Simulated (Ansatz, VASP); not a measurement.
One calculation of KF, two programs

File INCAR:

```
SYSTEM = KF
PREC = Accurate
ENCUT = 520
EDIFF = 1E-6
ISMEAR = -1
SIGMA = 0.02
LREAL = .FALSE.
LASPH = .TRUE.
NELM = 80
ALGO = Normal
ISIF = 2
LWAVE = .FALSE.
LCHARG = .FALSE.
GGA = PE
NBANDS = 24
```

File KPOINTS:

```
regular mesh
0
G
  12 12 4
  0 0 0
```

Contents of POSCAR:

```
KF
1.0
    3.6599347868      0.0188486642      0.0000000000
   -1.8136439715      3.1601721695      0.0000000000
    0.0000000000      0.0000000000      6.4788134950
K F
2 2
Direct
    0.0000000000      0.0000000000      0.0000000000
    0.0000000000      0.0000000000      0.5000000000
    0.3353775229      0.6666421838      0.2500000000
    0.6646224771      0.3333578162      0.7500000000
```

Input for Ansatz:

```yaml
crystal:
  lattice:
    - [3.6599347868, 0.0188486642, 0.0]
    - [-1.8136439715, 3.1601721695, 0.0]
    - [0.0, 0.0, 6.478813495]
  atoms:
    - { symbol: K, position: [0.0, 0.0, 0.0] }
    - { symbol: K, position: [0.0, 0.0, 0.5] }
    - { symbol: F, position: [0.3353775229, 0.6666421838, 0.25] }
    - { symbol: F, position: [0.6646224771, 0.3333578162, 0.75] }
kpoints:
  mp_grid: { grid: [12, 12, 4] }
  band_path:
    path:
      - [0.0, 0.0, 0.0]
      - [0.5, 0.0, 0.0]
      - [0.3333333333, 0.3333333333, 0.0]
      - [0.0, 0.0, 0.5]
      - [0.5, 0.0, 0.5]
      - [0.3333333333, 0.3333333333, 0.5]
    npoints: 1
hamiltonian:
  xc: pbe
scf:
  occupations: { method: fermi_dirac, width: 0.02 }
  n_extra_bands: 5
output:
  forces: true
  stress: true
  eigenvalues: true
```

Change from the starting cell: shear_xy strain +1.0%.

Alike in both runs: task single point; functional PBE; k mesh 12 × 12 × 4; occupations fermi-dirac, width 0.02 eV; no spin polarisation.

|  | VASP | Ansatz |
| --- | --- | --- |
| version | VASP 6.6.1 | Ansatz 0.2.0 |
| potentials or method | VASP PAW PBE potentials, release 64 (K_sv, F) | plane waves, PAW |
| plane-wave cutoff (eV) | 520 | 420 |
| valence electrons in the cell | 32 | 32 |

|  | VASP | Ansatz | Ansatz less VASP |
| --- | --- | --- | --- |
| gap on the k mesh at the Fermi level (eV) | 6.18 | 6.20 | +0.016 |
| pressure (GPa) | 2.1 | 2.0 | -0.06 |
| traceless stress, the component that is largest in VASP (GPa) | 0.18 | 0.13 | -0.042 |

The functional is the same, so the differences come from potentials, cutoffs and numerics.
